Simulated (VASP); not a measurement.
# BaTiO3 (P4mm) in VASP: notebook

The runs below take BaTiO3 through single point, with r2SCAN.

Everything below comes from runs of VASP 6.6.1. Logs are shortened: lines on timing, memory, paths and dates and some standing lists are left out, and cuts for length are marked.

### 1 The cell of the first run

The structure is tetragonal, space group P4mm (No. 99). The conventional cell has a = 3.973 Å, b = 3.973 Å, c = 4.111 Å, α = 90.00°, β = 90.00°, γ = 90.00°. Ba (site symmetry 4mm) has 12 O at 2.79 to 2.92 Å and 8 Ti at 3.44 to 3.53 Å within 3.7 Å. Ti (site symmetry 4mm) has 6 O at 1.82 to 2.29 Å within 2.4 Å. Within 2.6 Å of O (site symmetry 2mm) lie 2 Ti at 1.99 Å. Within 2.4 Å of O (site symmetry 4mm) lie 2 Ti at 1.82 to 2.29 Å.

### 2 Single point, r2SCAN

POSCAR

```
BaTiO3
1.0
    3.9727519242      0.0000000000      0.0000000000
    0.0000000000      3.9727519242      0.0000000000
    0.0000000000      0.0000000000      4.1114104907
Ba Ti O
1 1 3
Direct
    0.5000000000      0.5000000000      0.5849745969
    0.0000000000      0.0000000000      0.1030751064
    0.0000000000      0.5000000000      0.0629584895
    0.5000000000      0.0000000000      0.0629584895
    0.0000000000      0.0000000000      0.5460303076
```

INCAR.step1

```
  ALGO = Normal
  EDIFF = 1E-4
  ENCUT = 520
  GGA = PE
  ISMEAR = 0
  LASPH = True
  LCHARG = False
  LREAL = False
  LWAVE = True
  NBANDS = 28
  NELM = 100
  PREC = Accurate
  SIGMA = 0.02
```

INCAR.step2

```
  ALGO = Normal
  EDIFF = 1E-6
  ENCUT = 520
  ISIF = 2
  ISMEAR = 0
  ISTART = 1
  LASPH = True
  LCHARG = False
  LMIXTAU = True
  LREAL = False
  LWAVE = False
  METAGGA = R2SCAN
  NBANDS = 28
  NELM = 100
  PREC = Accurate
  SIGMA = 0.02
```

KPOINTS

```
k-points
0
Gamma
  8 8 8
```

Potentials or basis: VASP PAW PBE potentials, release 64 (Ba_sv, Ti_sv, O).

Command:

```console
> cat potpaw_PBE.64/Ba_sv/POTCAR potpaw_PBE.64/Ti_sv/POTCAR potpaw_PBE.64/O/POTCAR > POTCAR
> cp INCAR.step1 INCAR
> mpirun -np 1 vasp_std > vasp.out
> cp INCAR.step2 INCAR
> mpirun -np 1 vasp_std > vasp.out
```

OUTCAR:

```text
EDIFF = 1E-6
   ENCUT = 520
   ISIF = 2
   ISMEAR = 0
   ISTART = 1
   LASPH = True
   LREAL = False
   METAGGA = R2SCAN
   NELM = 100
   PREC = Accurate

 ion  position               nearest neighbor table
   1  0.500  0.500  0.585-   3 2.79   4 2.79   4 2.79   3 2.79   5 2.81   5 2.81   5 2.81   5 2.81
                             3 2.92   4 2.92   3 2.92   4 2.92   2 3.44   2 3.44   2 3.44   2 3.44
   2  0.000  0.000  0.103-   5 1.82   4 1.99   3 1.99   3 1.99   4 1.99   5 2.29   1 3.44   1 3.44
                             1 3.44   1 3.44   1 3.53   1 3.53   1 3.53   1 3.53
   3  0.000  0.500  0.063-   2 1.99   2 1.99   1 2.79   1 2.79   1 2.92   1 2.92
   4  0.500  0.000  0.063-   2 1.99   2 1.99   1 2.79   1 2.79   1 2.92   1 2.92
   5  0.000  0.000  0.546-   2 1.82   2 2.29   1 2.81   1 2.81   1 2.81   1 2.81

  LATTYP: Found a simple tetragonal cell.
 ALAT       =     3.9727519242
 C/A-ratio  =     1.0349023974

  Lattice vectors:

 A1 = (   3.9727519242,   0.0000000000,   0.0000000000)
 A2 = (   0.0000000000,   3.9727519242,   0.0000000000)
 A3 = (   0.0000000000,   0.0000000000,   4.1114104907)

Analysis of symmetry for initial positions (statically):
=====================================================================
 Subroutine PRICEL returns:
 Original cell was already a primitive cell.

 Routine SETGRP: Setting up the symmetry group for a
 simple tetragonal supercell.

 Subroutine GETGRP returns: Found  8 space group operations
 (whereof  8 operations were pure point group operations)
 out of a pool of 16 trial point group operations.

The static configuration has the point symmetry C_4v.

Analysis of symmetry for dynamics (positions and initial velocities):
=====================================================================
 Subroutine PRICEL returns:
 Original cell was already a primitive cell.

 Routine SETGRP: Setting up the symmetry group for a
 simple tetragonal supercell.

 Subroutine GETGRP returns: Found  8 space group operations
 (whereof  8 operations were pure point group operations)
 out of a pool of 16 trial point group operations.

The dynamic configuration has the point symmetry C_4v.

 Subroutine INISYM returns: Found  8 space group operations
 (whereof  8 operations are pure point group operations),
 and found     1 'primitive' translations

----------------------------------------------------------------------------------------

                                     Primitive cell

  volume of cell :      64.8894

  direct lattice vectors                    reciprocal lattice vectors
     3.972751924  0.000000000  0.000000000     0.251714685  0.000000000  0.000000000
     0.000000000  3.972751924  0.000000000     0.000000000  0.251714685  0.000000000
     0.000000000  0.000000000  4.111410491     0.000000000  0.000000000  0.243225531

  length of vectors
     3.972751924  3.972751924  4.111410491     0.251714685  0.251714685  0.243225531

  position of ions in fractional coordinates (direct lattice)
     0.500000000  0.500000000  0.584974597
     0.000000000  0.000000000  0.103075106
     0.000000000  0.500000000  0.062958489
     0.500000000  0.000000000  0.062958489
     0.000000000  0.000000000  0.546030308

  ion indices of the primitive-cell ions
   primitive index   ion index
                 1           1
                 2           2
                 3           3
                 4           4
                 5           5

----------------------------------------------------------------------------------------

 KPOINTS: k-points

Automatic generation of k-mesh.
 Grid dimensions read from file:
 generate k-points for:    8    8    8

 Generating k-lattice:

  Cartesian coordinates                     Fractional coordinates (reciprocal lattice)
     0.031464336  0.000000000  0.000000000     0.125000000  0.000000000  0.000000000
     0.000000000  0.031464336  0.000000000     0.000000000  0.125000000  0.000000000
     0.000000000  0.000000000  0.030403191     0.000000000  0.000000000  0.125000000

  Length of vectors
     0.031464336  0.031464336  0.030403191

  Shift w.r.t. Gamma in fractional coordinates (k-lattice)
     0.000000000  0.000000000  0.000000000

 Subroutine IBZKPT returns following result:
 ===========================================

 Found     75 irreducible k-points:

 Following reciprocal coordinates:
            Coordinates               Weight
  0.000000  0.000000  0.000000      1.000000
  0.125000  0.000000  0.000000      4.000000
  0.250000  0.000000  0.000000      4.000000
  0.375000  0.000000  0.000000      4.000000
  0.500000  0.000000  0.000000      2.000000
  0.125000  0.125000  0.000000      4.000000
[... 16 lines left out ...]
  0.375000  0.125000  0.125000     16.000000
  0.500000  0.125000  0.125000      8.000000
 [... further k-points ...]
   k-points           NKPTS =     75   k-points in BZ     NKDIM =     75   number of bands    NBANDS=     28
   number of dos      NEDOS =    301   number of ions     NIONS =      5
   total plane-waves  NPLWV =  28800
   dimension x,y,z NGX =    30 NGY =   30 NGZ =   32
   dimension x,y,z NGXF=    60 NGYF=   60 NGZF=   64
   ions per type =               1   1   3
   NGX,Y,Z   is equivalent  to a cutoff of  12.55, 12.55, 12.94 a.u.
   NGXF,Y,Z  is equivalent  to a cutoff of  25.11, 25.11, 25.88 a.u.
 SYSTEM =  unknown system
   PREC   = accura    normal or accurate (medium, high low for compatibility)
   ISTART =      1    job   : 0-new  1-cont  2-samecut
   ICHARG =      0    charge: 1-file 2-atom 10-const
   ISPIN  =      1    spin polarized calculation?
   LNONCOLLINEAR =      F non collinear calculations
   LSORBIT =      F    spin-orbit coupling
   LASPH  =      T    aspherical Exc in radial PAW
   ENCUT  =  520.0 eV  38.22 Ry    6.18 a.u.   7.39  7.39  7.64*2*pi/ulx,y,z
   NELM   =    100;   NELMIN=  2; NELMDL=  0     # of ELM steps
   EDIFF  = 0.1E-05   stopping-criterion for ELM
   LREAL  =      F    real-space projection
   EDIFFG = 0.1E-04   stopping-criterion for IOM
   NSW    =      0    number of steps for IOM
   IBRION =     -1    ionic relax: 0-MD 1-quasi-New 2-CG
   NFREE  =      0    steps in history (QN), initial steepest desc. (CG)
   ISIF   =      2    stress and relaxation
   ISYM   =      2    0-nonsym 1-usesym 2-fastsym
   POTIM  = 0.5000    time-step for ionic-motion
   TEBEG  =    0.0;   TEEND  =   0.0 temperature during run
   PSTRESS=    0.0 pullay stress
   NELECT =      40.0000    total number of electrons
   NUPDOWN=      -1.0000    fix difference up-down
   EMIN   =  10.00;   EMAX   =-10.00  energy-range for DOS
   EFERMI =   0.00;   METHOD = LEGACY
   ISMEAR =     0;   SIGMA  =   0.02  broadening in eV -4-tet -1-fermi 0-gaus
   EFERMI_NEDOS =   21; number of points for ismear=-14 and -15
   IALGO  =     38    algorithm
   IMIX   =      4    mixing-type and parameters
     AMIX     =   0.40;   BMIX     =  1.00
     AMIX_MAG =   1.60;   BMIX_MAG =  1.00
  volume/ion in A,a.u.               =      12.98        87.58
  Fermi-wavevector in a.u.,A,eV,Ry     =   1.393275  2.632908 26.411845  1.941216
  Thomas-Fermi vector in A             =   2.516937
   LORBIT       =      0    0 simple, 1 ext, 2 COOP (PROOUT), +10 PAW based schemes
   METAGGA = R2SCAN    functional components
   LHFCALC =     F    Hartree Fock is set to
   AEXX    =    0.0000 exact exchange contribution
   IVDW    =     0    specifies the selected vdW correction
   LEPSILON=     F    determine dielectric tensor
   LRPA    =     F    only Hartree local field effects (RPA)
 non-spin polarized calculation
 Gauss-broadening in eV      SIGMA  =   0.02
  energy-cutoff  :      520.00
  volume of cell :       64.89
 maximum number of plane-waves:      1779
 NGX is ok and might be reduce to    30
   NGX = 15   NGY = 15   NGZ = 15

 number of electron      39.9999987 magnetization

 Free energy of the ion-electron system (eV)
  ---------------------------------------------------
  ext. energy  EPLUGINS =         0.00000000
  ---------------------------------------------------
  free energy    TOTEN  =       -74.25942772 eV

  energy without entropy =      -74.25942772  energy(sigma->0) =      -74.25942772

 E-fermi :   3.7362     XC(G=0): -11.8330

 val. band max:        3.5987216415   @ k =   0.5000   0.5000   0.5000
 cond. band min:       5.8089714201   @ k =   0.0000   0.0000   0.0000
 fundamental gap:      2.2102497786
 Fermi energy:         3.7361762217

 k-point     1 :       0.0000    0.0000    0.0000
  band No.  band energies     occupation
      1     -55.2037      2.00000
      2     -30.4726      2.00000
      3     -30.3577      2.00000
      4     -30.3577      2.00000
      5     -22.1092      2.00000
      6     -14.3948      2.00000
[... 20 lines left out ...]
     27       9.2119      0.00000
     28      11.5396      0.00000

 k-point     2 :       0.1250    0.0000    0.0000
  band No.  band energies     occupation
      1     -55.2035      2.00000
      2     -30.4722      2.00000
      3     -30.3671      2.00000
      4     -30.3574      2.00000
      5     -22.0905      2.00000
      6     -14.4030      2.00000
[... 20 lines left out ...]
     27       9.5152      0.00000
     28      11.9168      0.00000

 k-point     3 :       0.2500    0.0000    0.0000
  band No.  band energies     occupation
      1     -55.2031      2.00000
      2     -30.4714      2.00000
      3     -30.3895      2.00000
      4     -30.3566      2.00000
      5     -22.0446      2.00000
      6     -14.4685      2.00000
[... 20 lines left out ...]
     27      10.2800      0.00000
     28      12.3870      0.00000

 k-point     4 :       0.3750    0.0000    0.0000
  band No.  band energies     occupation
      1     -55.2026      2.00000
      2     -30.4705      2.00000
      3     -30.4118      2.00000
      4     -30.3558      2.00000
      5     -21.9977      2.00000
      6     -14.5724      2.00000
[... 578 lines left out ...]
     27      10.6797      0.00000
     28      12.4159      0.00000

 k-point    23 :       0.3750    0.1250    0.1250
  band No.  band energies     occupation
      1     -55.2023      2.00000
      2     -30.4763      2.00000
      3     -30.4110      2.00000
      4     -30.3648      2.00000
      5     -21.9753      2.00000
      6     -14.4547      2.00000
[... 20 lines left out ...]
     27      11.5873      0.00000
     28      12.6840      0.00000

 k-point    24 :       0.5000    0.1250    0.1250
  band No.  band energies     occupation
      1     -55.2021      2.00000
      2     -30.4759      2.00000
      3     -30.4201      2.00000
      4     -30.3645      2.00000
      5     -21.9575      2.00000
      6     -14.4894      2.00000
[... 20 lines left out ...]
     27      12.0025      0.00000
     28      12.8227      0.00000

 [... further k-points ...]

------------------------ aborting loop because EDIFF is reached ----------------------------------------

  FORCE on cell =-STRESS in cart. coord.  units (eV):
  Direction    XX          YY          ZZ          XY          YZ          ZX
  --------------------------------------------------------------------------------------
  -------------------------------------------------------------------------------------
  Total        0.7488367      0.7488367      0.8452770      0.0000000      0.0000000      0.0000000
  in kB       18.4894478     18.4894478     20.8706472      0.0000000      0.0000000      0.0000000
  external PRESSURE =      19.2831810 kB  Pullay stress =       0.0000000 kB

 VOLUME and BASIS-vectors are now :
 -----------------------------------------------------------------------------
  energy-cutoff  :      520.00
  volume of cell :       64.89
      direct lattice vectors                 reciprocal lattice vectors
     3.972751924  0.000000000  0.000000000     0.251714685  0.000000000  0.000000000
     0.000000000  3.972751924  0.000000000     0.000000000  0.251714685  0.000000000
     0.000000000  0.000000000  4.111410491     0.000000000  0.000000000  0.243225531

 POSITION                                       TOTAL-FORCE (eV/Angst)
 -----------------------------------------------------------------------------------
      1.98638      1.98638      2.40507        -0.000000      0.000000     -0.029928
      0.00000      0.00000      0.42378         0.000000      0.000000     -0.169691
      0.00000      1.98638      0.25885        -0.000000     -0.000000      0.016978
      1.98638      0.00000      0.25885        -0.000000     -0.000000      0.016978
      0.00000      0.00000      2.24495         0.000000     -0.000000      0.165663
 -----------------------------------------------------------------------------------
    total drift:                                0.000000     -0.000000      0.010835

  FREE ENERGIE OF THE ION-ELECTRON SYSTEM (eV)
  ---------------------------------------------------
  free  energy   TOTEN  =       -74.2594277224 eV

  energy  without entropy=      -74.2594277224  energy(sigma->0) =      -74.25942772
```

Run time: 5.6 min. Hardware: 1 thread of AMD EPYC 7R13 (Zen 3), shared host; peak memory 0.24 GiB.

What came out:

| Property | Result |
| --- | --- |
| Free energy | -74.2594 eV |
| Pressure | 1.9 GPa |
| Largest force | 0.170 eV/Å |
| Band gap on the k mesh | 2.21 eV (least direct gap 2.71 eV) |

Forces on the atoms (eV/Å):
```
Ba   0.000  0.000 -0.030
Ti   0.000  0.000 -0.170
O    0.000  0.000  0.017
O    0.000  0.000  0.017
O    0.000  0.000  0.166
```

Stress tensor (GPa, compression positive):
```
1.85 0.00 0.00
0.00 1.85 0.00
0.00 0.00 2.09
```

Caveat: the PAW data sets were made with another functional, which shifts forces and pressure a little; spin-orbit coupling is left out, which moves the levels of the heavy elements. A k mesh can miss the band edges.

### 3 Single point, r2SCAN

POSCAR is that of step 2.

INCAR.step1

```
SYSTEM = BaTiO3
PREC = Accurate ; ENCUT = 520
ISMEAR = 0 ; SIGMA = 0.02
LREAL = .FALSE. ; LASPH = .TRUE.
NELM = 80 ; NBANDS = 28
GGA = PE ; ALGO = Normal
EDIFF = 1E-4 ; LWAVE = .TRUE.
LCHARG = .FALSE.
```

INCAR.step2

```
SYSTEM = BaTiO3
PREC = Accurate ; ENCUT = 520
EDIFF = 1E-6 ; ISMEAR = 0
SIGMA = 0.02 ; LREAL = .FALSE.
LASPH = .TRUE. ; NELM = 80
ALGO = Normal ; ISIF = 2
LWAVE = .FALSE. ; LCHARG = .TRUE.
METAGGA = R2SCAN ; LMIXTAU = .TRUE.
LELF = .TRUE. ; LVHAR = .TRUE.
NBANDS = 28 ; ISTART = 1
```

KPOINTS

```
Automatic mesh
0
G
  8 8 8
  0 0 0
```

Potentials or basis: VASP PAW PBE potentials, release 64 (Ba_sv, Ti_sv, O).

Command:

```console
> cat potpaw_PBE.64/Ba_sv/POTCAR potpaw_PBE.64/Ti_sv/POTCAR potpaw_PBE.64/O/POTCAR > POTCAR
> cp INCAR.step1 INCAR
> mpirun -np 1 vasp_std > vasp.out
> cp INCAR.step2 INCAR
> mpirun -np 1 vasp_std > vasp.out
```

It took 10 min on 1 thread of Intel Xeon 8259CL, shared host; peak memory 0.28 GiB.

The run converged. Its results:

- Free energy: -74.2594 eV
- Pressure: 1.9 GPa
- Largest force: 0.170 eV/Å
- Band gap on the k mesh: 2.21 eV (least direct gap 2.71 eV)

Forces in eV/Å, atoms in the order of the input:
```
Ba   0.000  0.000 -0.030
Ti   0.000  0.000 -0.170
O    0.000  0.000  0.017
O    0.000  0.000  0.017
O    0.000  0.000  0.166
```

Stress tensor (GPa, compression positive):
```
1.85 0.00 0.00
0.00 1.85 0.00
0.00 0.00 2.09
```

Levels at points of the mesh, in eV from the valence-band top:
| k point | band 17 | band 18 | band 19 | band 20 | band 21 | band 22 | band 23 | band 24 |
| --- | --- | --- | --- | --- | --- | --- | --- | --- |
| (0.00, 0.00, 0.00) | -1.32 | -0.73 | -0.50 | -0.50 | 2.21 | 2.69 | 2.69 | 4.38 |
| (0.50, 0.00, 0.00) | -1.95 | -1.72 | -1.41 | -1.22 | 2.79 | 3.90 | 3.98 | 4.46 |
| (0.50, 0.50, 0.00) | -2.02 | -1.13 | -1.13 | -0.07 | 4.01 | 4.01 | 4.39 | 4.78 |
| (0.00, 0.00, 0.50) | -2.05 | -2.03 | -0.76 | -0.76 | 2.35 | 3.91 | 3.91 | 4.37 |
| (0.50, 0.00, 0.50) | -1.87 | -1.10 | -1.04 | -0.42 | 3.92 | 3.94 | 4.26 | 5.25 |
| (0.50, 0.50, 0.50) | -2.60 | -0.34 | -0.34 | 0.00 | 4.50 | 4.50 | 4.59 | 6.83 |

Caveat: the PAW data sets were made with another functional, which shifts forces and pressure a little; spin-orbit coupling is left out, which moves the levels of the heavy elements. A k mesh can miss the band edges.

### 4 Single point, r2SCAN (equal strain along all axes, cell held: +1.5 %, then relaxed in part)

POSCAR

```
BaTiO3
1.0
    4.0323432030      0.0000000000      0.0000000000
    0.0000000000      4.0323432030      0.0000000000
    0.0000000000      0.0000000000      4.1730816481
Ba Ti O
1 1 3
Direct
    0.5000000000      0.5000000000      0.5892225316
    0.0000000000      0.0000000000      0.1074328609
    0.0000000000      0.5000000000      0.0621495223
    0.5000000000      0.0000000000      0.0621495223
    0.0000000000      0.0000000000      0.5390425528
```

INCAR.step1

```
PREC = Accurate
ENCUT = 520
ISMEAR = 0
SIGMA = 0.02
LREAL = False
LASPH = True
NELM = 80
NBANDS = 28
GGA = PE
ALGO = Normal
EDIFF = 1E-4
LWAVE = True
LCHARG = False
```

INCAR.step2

```
PREC = Accurate
ENCUT = 520
EDIFF = 1E-6
ISMEAR = 0
SIGMA = 0.02
LREAL = False
LASPH = True
NELM = 80
ALGO = Normal
ISIF = 2
LWAVE = False
LCHARG = True
METAGGA = R2SCAN
LMIXTAU = True
LELF = True
LVHAR = True
NBANDS = 28
ISTART = 1
```

KPOINTS

```
Automatic mesh
0
Gamma
  8 8 8
```

Command:

```console
> cat potpaw_PBE.64/Ba_sv/POTCAR potpaw_PBE.64/Ti_sv/POTCAR potpaw_PBE.64/O/POTCAR > POTCAR
> cp INCAR.step1 INCAR
> mpirun -np 1 vasp_std > vasp.out
> cp INCAR.step2 INCAR
> mpirun -np 1 vasp_std > vasp.out
```

Run time: 10 min. Hardware: 1 thread of Intel Xeon 8259CL, shared host; peak memory 0.28 GiB.

It converged, with:

```
Free energy            : -74.2315 eV
Pressure               : -4.1 GPa
Largest force          : 0.202 eV/Å
Band gap on the k mesh : 2.15 eV (least direct gap 2.69 eV)
```

Forces on the atoms (eV/Å):
```
Ba   0.000  0.000 -0.033
Ti   0.000  0.000 -0.202
O    0.000  0.000  0.020
O    0.000  0.000  0.020
O    0.000  0.000  0.195
```

Stress tensor (GPa, compression positive):
```
-5.11  0.00  0.00
 0.00 -5.11  0.00
 0.00  0.00 -1.97
```

Levels at points of the mesh, in eV from the valence-band top:
```
           k point  band 18  band 19  band 20  band 21  band 22  band 23
(0.00, 0.00, 0.00)    -0.90    -0.54    -0.54     2.15     2.76     2.76
(0.50, 0.00, 0.00)    -1.63    -1.54    -1.35     2.82     3.69     3.81
(0.50, 0.50, 0.00)    -1.24    -1.24    -0.07     3.85     3.85     4.17
(0.00, 0.00, 0.50)    -1.93    -0.76    -0.76     2.27     3.81     3.81
(0.50, 0.00, 0.50)    -1.12    -1.05    -0.48     3.73     3.82     4.07
(0.50, 0.50, 0.50)    -0.41    -0.41     0.00     4.29     4.29     4.33
```

Caveat: the cell differs from its parent crystal (equal strain along all axes, cell held: +1.5 %, then relaxed in part); the cell stands under tension; the PAW data sets were made with another functional, which shifts forces and pressure a little; spin-orbit coupling is left out, which moves the levels of the heavy elements. A k mesh can miss the band edges.

(Continued in part 2 of 2.)
